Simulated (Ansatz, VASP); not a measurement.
Zn in VASP and in Ansatz

```
CELL_PARAMETERS angstrom
2.61873 0.00000 0.00000
-1.30936 2.26788 0.00000
0.00000 0.00000 4.83890
ATOMIC_POSITIONS crystal
Zn 0.33333 0.66667 0.25000
Zn 0.66667 0.33333 0.75000
```

Alike in both runs: task single point; functional r2SCAN; k mesh 14 × 14 × 7; occupations gaussian, width 0.6 eV; no spin polarisation.

```csv
,VASP,Ansatz
version,VASP 6.6.1,Ansatz 0.2.0
potentials or method,"VASP PAW PBE potentials, release 64 (Zn), cutoff 520 eV","plane waves (500 eV) with PAW, scalar-relativistic"
valence electrons in the cell,24,24
```

|  | VASP | Ansatz | Ansatz less VASP |
| --- | --- | --- | --- |
| pressure (GPa) | 0.7 | 0.2 | -0.51 |
| traceless stress, the component that is largest in VASP (GPa) | -0.31 | -0.17 | +0.145 |

VASP's potentials were made for PBE, not for r2SCAN.
